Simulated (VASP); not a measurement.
# Mg5Al3 (R-3m) in VASP: further runs

Mg5Al3 is run at these levels: LDA; tasks: single point, relaxation of cell and atoms.

Program: VASP 6.6.1. These are calculated values, not measurements. Logs are shortened: lines on timing, memory, paths and dates and some standing lists are left out, and cuts for length are marked.

**1. The cell of the first run**

The structure is trigonal, space group R-3m (No. 166). The conventional cell has a = 6.082 Å, b = 6.082 Å, c = 14.418 Å, α = 90.00°, β = 90.00°, γ = 120.00°. Within 3.9 Å of Mg (site symmetry 2/m) lie 8 Mg at 2.98 to 3.04 Å and 4 Al at 2.98 Å. Within 3.9 Å of Mg (site symmetry -3m) lie 6 Mg at 2.98 Å and 6 Al at 3.04 Å. Within 3.9 Å of Mg (site symmetry -3m) lie 6 Al at 2.98 Å and 6 Mg at 3.04 Å. Al (site symmetry 2/m) has 8 Mg at 2.98 to 3.04 Å and 4 Al at 3.04 Å within 3.9 Å.

**2. Single point, LDA**

The input, INCAR:

```
SYSTEM = Mg5Al3
  PREC = Accurate
  ENCUT = 520
  EDIFF = 1E-6
  ISMEAR = 0
  SIGMA = 0.05
  LREAL = .FALSE.
  LASPH = .TRUE.
  NELM = 80
  ALGO = Normal
  ISIF = 2
  LWAVE = .FALSE.
  LCHARG = .FALSE.
  NBANDS = 20
```

The input, KPOINTS:

```
regular mesh
0
G
  5 5 5
  0 0 0
```

The input, POSCAR:

```
Mg5Al3
1.0
    0.0000000000      4.3006489462      4.3006489462
    4.3006489462      0.0000000000      4.3006489462
    4.2083377604      4.2083377604      0.0923111858
Mg Al
5 3
Direct
    0.0000000000      0.0000000000      0.0000000000
    0.0000000000      0.0000000000      0.5000000000
    0.0000000000      0.5000000000      0.0000000000
    0.5000000000      0.0000000000      0.0000000000
    0.5000000000      0.5000000000      0.0000000000
    0.0000000000      0.5000000000      0.5000000000
    0.5000000000      0.0000000000      0.5000000000
    0.5000000000      0.5000000000      0.5000000000
```

Potentials or basis: VASP PAW LDA potentials, release 64 (Mg, Al).

Command:

```console
$ cat potpaw_LDA.64/Mg/POTCAR potpaw_LDA.64/Al/POTCAR > POTCAR
$ mpirun -np 1 vasp_std > vasp.out
```

OUTCAR:

```text
SYSTEM = Mg5Al3
   PREC = Accurate
   ENCUT = 520
   EDIFF = 1E-6
   ISMEAR = 0
   LREAL = .FALSE.
   LASPH = .TRUE.
   NELM = 80
   ISIF = 2

 ion  position               nearest neighbor table
   1  0.000  0.000  0.000-   2 2.98   2 2.98   6 2.98   7 2.98   6 2.98   7 2.98   3 3.04   5 3.04
                             4 3.04   4 3.04   5 3.04   3 3.04
   2  0.000  0.000  0.500-   1 2.98   1 2.98   3 2.98   4 2.98   3 2.98   4 2.98   7 3.04   6 3.04
                             8 3.04   6 3.04   7 3.04   8 3.04
   3  0.000  0.500  0.000-   6 2.98   2 2.98   6 2.98   8 2.98   2 2.98   8 2.98   1 3.04   1 3.04
                             4 3.04   4 3.04   5 3.04   5 3.04
   4  0.500  0.000  0.000-   7 2.98   2 2.98   7 2.98   8 2.98   8 2.98   2 2.98   3 3.04   5 3.04
                             1 3.04   1 3.04   5 3.04   3 3.04
   5  0.500  0.500  0.000-   8 2.98   6 2.98   7 2.98   8 2.98   7 2.98   6 2.98   1 3.04   4 3.04
                             3 3.04   1 3.04   3 3.04   4 3.04
   6  0.000  0.500  0.500-   3 2.98   1 2.98   3 2.98   5 2.98   1 2.98   5 2.98   8 3.04   2 3.04
                             7 3.04   2 3.04   7 3.04   8 3.04
   7  0.500  0.000  0.500-   4 2.98   1 2.98   4 2.98   5 2.98   5 2.98   1 2.98   8 3.04   6 3.04
                             8 3.04   2 3.04   2 3.04   6 3.04
   8  0.500  0.500  0.500-   5 2.98   3 2.98   4 2.98   5 2.98   4 2.98   3 2.98   2 3.04   7 3.04
                             7 3.04   2 3.04   6 3.04   6 3.04

  LATTYP: Found a trigonal (rhomboedric) cell.
 ALAT       =     5.9522041939
 COS(alpha) =     0.4779497072

  Lattice vectors:

 A1 = (   4.2083377604,  -0.0923111858,  -4.2083377604)
 A2 = (  -0.0923111858,   4.2083377604,  -4.2083377604)
 A3 = (   4.2083377604,   4.2083377604,   0.0923111858)

Analysis of symmetry for initial positions (statically):
=====================================================================
 Subroutine PRICEL returns:
 Original cell was already a primitive cell.

 Routine SETGRP: Setting up the symmetry group for a
 trigonal (rhombohedral) supercell.

 Subroutine GETGRP returns: Found 12 space group operations
 (whereof  4 operations were pure point group operations)
 out of a pool of 12 trial point group operations.

The static configuration has the point symmetry C_2h.
 The point group associated with its full space group is D_3d.

Analysis of symmetry for dynamics (positions and initial velocities):
=====================================================================
 Subroutine PRICEL returns:
 Original cell was already a primitive cell.

 Routine SETGRP: Setting up the symmetry group for a
 trigonal (rhombohedral) supercell.

 Subroutine GETGRP returns: Found 12 space group operations
 (whereof  4 operations were pure point group operations)
 out of a pool of 12 trial point group operations.

The dynamic configuration has the point symmetry C_2h.
 The point group associated with its full space group is D_3d.

 Subroutine INISYM returns: Found 12 space group operations
 (whereof  4 operations are pure point group operations),
 and found     1 'primitive' translations

----------------------------------------------------------------------------------------

                                     Primitive cell

  volume of cell :     153.9640

  direct lattice vectors                    reciprocal lattice vectors
     0.000000000  4.300648946  4.300648946    -0.117550780  0.114972268  0.117550780
     4.300648946  0.000000000  4.300648946     0.114972268 -0.117550780  0.117550780
     4.208337760  4.208337760  0.092311186     0.120129293  0.120129293 -0.120129293

  length of vectors
     6.082036067  6.082036067  5.952204194     0.202126184  0.202126184  0.208070038

  position of ions in fractional coordinates (direct lattice)
     0.000000000  0.000000000  0.000000000
     0.000000000  0.000000000  0.500000000
     0.000000000  0.500000000  0.000000000
     0.500000000  0.000000000  0.000000000
     0.500000000  0.500000000  0.000000000
     0.000000000  0.500000000  0.500000000
     0.500000000  0.000000000  0.500000000
     0.500000000  0.500000000  0.500000000

  ion indices of the primitive-cell ions
   primitive index   ion index
                 1           1
                 2           2
                 3           3
                 4           4
                 5           5
                 6           6
                 7           7
                 8           8

----------------------------------------------------------------------------------------

 KPOINTS: regular mesh

Automatic generation of k-mesh.
 Grid dimensions read from file:
 generate k-points for:    5    5    5

 Generating k-lattice:

  Cartesian coordinates                     Fractional coordinates (reciprocal lattice)
    -0.023510156  0.022994454  0.023510156     0.200000000  0.000000000  0.000000000
     0.022994454 -0.023510156  0.023510156     0.000000000  0.200000000  0.000000000
     0.024025859  0.024025859 -0.024025859     0.000000000  0.000000000  0.200000000

  Length of vectors
     0.040425237  0.040425237  0.041614008

  Shift w.r.t. Gamma in fractional coordinates (k-lattice)
     0.000000000  0.000000000  0.000000000

 Subroutine IBZKPT returns following result:
 ===========================================

 Found     19 irreducible k-points:

 Following reciprocal coordinates:
            Coordinates               Weight
  0.000000  0.000000  0.000000      1.000000
  0.200000  0.000000  0.000000      6.000000
  0.400000  0.000000  0.000000      6.000000
  0.200000  0.200000  0.000000      6.000000
  0.400000  0.200000 -0.000000     12.000000
 -0.400000  0.200000  0.000000     12.000000
[... 11 lines left out ...]
  0.000000  0.000000  0.400000      2.000000
 -0.200000  0.000000  0.400000      6.000000
   k-points           NKPTS =     19   k-points in BZ     NKDIM =     19   number of bands    NBANDS=     20
   number of dos      NEDOS =    301   number of ions     NIONS =      8
   total plane-waves  NPLWV = 110592
   dimension x,y,z NGX =    48 NGY =   48 NGZ =   48
   dimension x,y,z NGXF=    96 NGYF=   96 NGZF=   96
   ions per type =               5   3
   NGX,Y,Z   is equivalent  to a cutoff of  13.12, 13.12, 13.41 a.u.
   NGXF,Y,Z  is equivalent  to a cutoff of  26.24, 26.24, 26.81 a.u.
 SYSTEM =  Mg5Al3
   PREC   = accura    normal or accurate (medium, high low for compatibility)
   ISTART =      0    job   : 0-new  1-cont  2-samecut
   ICHARG =      2    charge: 1-file 2-atom 10-const
   ISPIN  =      1    spin polarized calculation?
   LNONCOLLINEAR =      F non collinear calculations
   LSORBIT =      F    spin-orbit coupling
   LASPH  =      T    aspherical Exc in radial PAW
   ENCUT  =  520.0 eV  38.22 Ry    6.18 a.u.  11.31 11.31 11.07*2*pi/ulx,y,z
   NELM   =     80;   NELMIN=  2; NELMDL= -5     # of ELM steps
   EDIFF  = 0.1E-05   stopping-criterion for ELM
   LREAL  =      F    real-space projection
   EDIFFG = 0.1E-04   stopping-criterion for IOM
   NSW    =      0    number of steps for IOM
   IBRION =     -1    ionic relax: 0-MD 1-quasi-New 2-CG
   NFREE  =      0    steps in history (QN), initial steepest desc. (CG)
   ISIF   =      2    stress and relaxation
   ISYM   =      2    0-nonsym 1-usesym 2-fastsym
   POTIM  = 0.5000    time-step for ionic-motion
   TEBEG  =    0.0;   TEEND  =   0.0 temperature during run
   PSTRESS=    0.0 pullay stress
   NELECT =      19.0000    total number of electrons
   NUPDOWN=      -1.0000    fix difference up-down
   EMIN   =  10.00;   EMAX   =-10.00  energy-range for DOS
   EFERMI =   0.00;   METHOD = LEGACY
   ISMEAR =     0;   SIGMA  =   0.05  broadening in eV -4-tet -1-fermi 0-gaus
   EFERMI_NEDOS =   21; number of points for ismear=-14 and -15
   IALGO  =     38    algorithm
   IMIX   =      4    mixing-type and parameters
     AMIX     =   0.40;   BMIX     =  1.00
     AMIX_MAG =   1.60;   BMIX_MAG =  1.00
  volume/ion in A,a.u.               =      19.25       129.88
  Fermi-wavevector in a.u.,A,eV,Ry     =   0.815054  1.540229  9.038526  0.664313
  Thomas-Fermi vector in A             =   1.925072
   LORBIT       =      0    0 simple, 1 ext, 2 COOP (PROOUT), +10 PAW based schemes
   GGA     = CA    functional components
   LHFCALC =     F    Hartree Fock is set to
   AEXX    =    0.0000 exact exchange contribution
   IVDW    =     0    specifies the selected vdW correction
   LEPSILON=     F    determine dielectric tensor
   LRPA    =     F    only Hartree local field effects (RPA)
 non-spin polarized calculation
 Gauss-broadening in eV      SIGMA  =   0.05
  energy-cutoff  :      520.00
  volume of cell :      153.96
 maximum number of plane-waves:      4171
 NGX is ok and might be reduce to    48
   NGX = 23   NGY = 23   NGZ = 23

 number of electron      19.0000000 magnetization

 Free energy of the ion-electron system (eV)
  ---------------------------------------------------
  ext. energy  EPLUGINS =         0.00000000
  ---------------------------------------------------
  free energy    TOTEN  =       -21.39214814 eV

  energy without entropy =      -21.38732865  energy(sigma->0) =      -21.38973840

 E-fermi :   4.3576     XC(G=0):  -9.4577

 val. band max:        4.3174368749   @ k =   0.4000   0.4000  -0.0000
 cond. band min:       4.3726301711   @ k =   0.4000   0.4000  -0.0000
 fundamental gap:      0.0551932962
 Fermi energy:         4.3576498033

 k-point     1 :       0.0000    0.0000    0.0000
  band No.  band energies     occupation
      1      -4.3232      2.00000
      2       1.1040      2.00000
      3       1.1040      2.00000
      4       1.2586      2.00000
      5       1.6570      2.00000
      6       1.6570      2.00000
[... 12 lines left out ...]
     19      10.4526      0.00000
     20      10.6748      0.00000

 k-point     2 :       0.2000    0.0000    0.0000
  band No.  band energies     occupation
      1      -4.0877      2.00000
      2      -0.6024      2.00000
      3       0.7280      2.00000
      4       1.0883      2.00000
      5       1.5261      2.00000
      6       2.2895      2.00000
[... 12 lines left out ...]
     19      10.6802      0.00000
     20      11.4487      0.00000

 k-point     3 :       0.4000    0.0000    0.0000
  band No.  band energies     occupation
      1      -3.4025      2.00000
      2      -2.1542      2.00000
      3       0.4884      2.00000
      4       0.8209      2.00000
      5       1.4712      2.00000
      6       1.8406      2.00000
[... 12 lines left out ...]
     19       9.7845      0.00000
     20      10.4193      0.00000

 k-point     4 :       0.2000    0.2000    0.0000
  band No.  band energies     occupation
      1      -4.0106      2.00000
      2      -0.2044      2.00000
      3       0.1852      2.00000
      4       0.5894      2.00000
      5       0.9960      2.00000
      6       1.4947      2.00000
[... 12 lines left out ...]
     19       9.8874      0.00000
     20      10.7850      0.00000

 k-point     5 :       0.4000    0.2000   -0.0000
  band No.  band energies     occupation
      1      -3.4746      2.00000
      2      -1.5171      2.00000
      3      -0.5062      2.00000
      4       0.5729      2.00000
      5       0.8628      2.00000
      6       1.7598      2.00000
[... 12 lines left out ...]
     19       9.4729      0.00000
     20       9.5505      0.00000
[... 238 lines left out ...]
      6       2.0021      2.00000
[... 12 lines left out ...]
     19       9.1741      0.00000
     20       9.2716      0.00000

 k-point    17 :      -0.2000   -0.2000    0.2000
  band No.  band energies     occupation
      1      -3.5111      2.00000
      2      -0.9840      2.00000
      3      -0.5036      2.00000
      4      -0.0390      2.00000
      5       0.5554      2.00000
      6       2.1363      2.00000
[... 12 lines left out ...]
     19       9.3710      0.00000
     20       9.7744      0.00000

 k-point    18 :       0.0000    0.0000    0.4000
  band No.  band energies     occupation
      1      -3.5017      2.00000
      2      -1.6044      2.00000
      3       0.6091      2.00000
      4       0.6091      2.00000
      5       0.9731      2.00000
      6       1.4823      2.00000
[... 12 lines left out ...]
     19      10.5707      0.00000
     20      10.8327      0.00000

 k-point    19 :      -0.2000    0.0000    0.4000
  band No.  band energies     occupation
      1      -3.1447      2.00000
      2      -1.6587      2.00000
      3      -0.8902      2.00000
      4       0.1616      2.00000
      5       0.6575      2.00000
      6       2.2403      2.00000
[... 12 lines left out ...]
     19       9.2165      0.00000
     20       9.6714      0.00000

------------------------ aborting loop because EDIFF is reached ----------------------------------------

  FORCE on cell =-STRESS in cart. coord.  units (eV):
  Direction    XX          YY          ZZ          XY          YZ          ZX
  --------------------------------------------------------------------------------------
  -------------------------------------------------------------------------------------
  Total       -0.2680967     -0.2680967     -0.2680967      0.0101022     -0.0101022     -0.0101022
  in kB       -2.7898634     -2.7898634     -2.7898634      0.1051253     -0.1051253     -0.1051253
  external PRESSURE =      -2.7898634 kB  Pullay stress =       0.0000000 kB

 VOLUME and BASIS-vectors are now :
 -----------------------------------------------------------------------------
  energy-cutoff  :      520.00
  volume of cell :      153.96
      direct lattice vectors                 reciprocal lattice vectors
     0.000000000  4.300648946  4.300648946    -0.117550780  0.114972268  0.117550780
     4.300648946  0.000000000  4.300648946     0.114972268 -0.117550780  0.117550780
     4.208337760  4.208337760  0.092311186     0.120129293  0.120129293 -0.120129293

 POSITION                                       TOTAL-FORCE (eV/Angst)
 -----------------------------------------------------------------------------------
      0.00000      0.00000      0.00000         0.000000      0.000000      0.000000
      2.10417      2.10417      0.04616         0.000000      0.000000      0.000000
      2.15032      0.00000      2.15032         0.000000      0.000000      0.000000
      0.00000      2.15032      2.15032         0.000000      0.000000     -0.000000
      2.15032      2.15032      4.30065        -0.000000     -0.000000      0.000000
      4.25449      2.10417      2.19648         0.000000      0.000000      0.000000
      2.10417      4.25449      2.19648         0.000000      0.000000      0.000000
      4.25449      4.25449      4.34680         0.000000      0.000000      0.000000
 -----------------------------------------------------------------------------------
    total drift:                               -0.000000     -0.000000      0.000000

  FREE ENERGIE OF THE ION-ELECTRON SYSTEM (eV)
  ---------------------------------------------------
  free  energy   TOTEN  =       -21.3921481422 eV

  energy  without entropy=      -21.3873286514  energy(sigma->0) =      -21.38973840
```

Run time: 47 s. Hardware: 1 thread of Intel Xeon Platinum 8259CL at 2.50GHz (Skylake/Cascade Lake), shared host; peak memory 0.27 GiB.

Results:

```
Free energy            : -21.3921 eV
Pressure               : -0.3 GPa
Band gap on the k mesh : zero (an odd number of electrons rules out a gap without spin polarisation)
```

Levels at points of the mesh, in eV from the Fermi level:
```csv
k point,band 6,band 7,band 8,band 9,band 10,band 11,band 12,band 13,band 14,band 15
"(0.00, 0.00, 0.00)",-2.70,-2.52,-2.29,-1.27,-1.05,-1.05,-0.65,0.35,0.35,0.71
```

**3. Relaxation of cell and atoms, LDA**

The input, INCAR:

```
SYSTEM = Mg5Al3
ALGO     = Normal         ! electronic algorithm
EDIFF    = 1E-6           ! SCF threshold, eV
EDIFFG   = -0.01          ! ionic threshold
ENCUT    = 600            ! plane-wave cutoff, eV
IBRION   = 2              ! ionic algorithm
ISIF     = 3              ! what is computed and relaxed
ISMEAR   = 0              ! smearing method
LASPH    = .TRUE.         ! aspherical terms in the spheres
LCHARG   = .FALSE.        ! write CHGCAR
LREAL    = .FALSE.        ! projectors in reciprocal space
LWAVE    = .FALSE.        ! write WAVECAR
NELM     = 100            ! most SCF steps
NSW      = 80             ! ionic steps
PREC     = Accurate       ! precision mode
SIGMA    = 0.05           ! smearing width, eV
```

The input, KPOINTS:

```
k-points
0
G
  5 5 5
  0 0 0
```

POSCAR is that of step 2.

Potentials or basis: VASP PAW LDA potentials, release 64 (Mg, Al).

Command:

```console
$ cat potpaw_LDA.64/Mg/POTCAR potpaw_LDA.64/Al/POTCAR > POTCAR
$ mpirun -np 1 vasp_std > vasp.out
```

Wall time 67 s (1 thread of Intel Xeon Platinum 8259CL at 2.50GHz (Skylake/Cascade Lake), shared host); peak memory 0.29 GiB.

It converged, with:

- Free energy: -21.3934 eV
- Relaxed volume: 19.15 Å³/atom
- Relaxed cell: a = 6.072 Å, b = 6.072 Å, c = 5.943 Å, α = 59.28°, β = 59.28°, γ = 60.00°
- Space group after relaxing (to 0.1 Å): R-3m (No. 166)
- Energy gained by relaxing: 0.1 meV/atom
- Ionic steps: 2
- Pressure after relaxing: 0.0 GPa
- Band gap on the k mesh: zero (an odd number of electrons rules out a gap without spin polarisation)

Step by step:
```tsv
step	energy change (eV)	largest force (eV/Å)	pressure (GPa)	volume (Å³)
1	0.0000	0.0000	-0.28	153.96
2	-0.0007	0.0000	-0.02	153.22
```

Final structure:
```yaml
crystal:
  lattice:
    - [0.00000, 4.29348, 4.29348]
    - [4.29348, 0.00000, 4.29348]
    - [4.20184, 4.20184, 0.09164]
  atoms:
    - { symbol: Mg, position: [0.00000, 0.00000, 0.00000] }
    - { symbol: Mg, position: [0.00000, 0.00000, 0.50000] }
    - { symbol: Mg, position: [0.00000, 0.50000, 0.00000] }
    - { symbol: Mg, position: [0.50000, 0.00000, 0.00000] }
    - { symbol: Mg, position: [0.50000, 0.50000, 0.00000] }
    - { symbol: Al, position: [0.00000, 0.50000, 0.50000] }
    - { symbol: Al, position: [0.50000, 0.00000, 0.50000] }
    - { symbol: Al, position: [0.50000, 0.50000, 0.50000] }
```

Levels at points of the mesh, in eV from the Fermi level:
| k point | band 8 | band 9 | band 10 | band 11 | band 12 | band 13 |
| --- | --- | --- | --- | --- | --- | --- |
| (0.00, 0.00, 0.00) | -2.29 | -1.27 | -1.05 | -1.05 | -0.66 | 0.35 |

The gap in the log of VASP goes by the Fermi energy; the results here count the filled bands.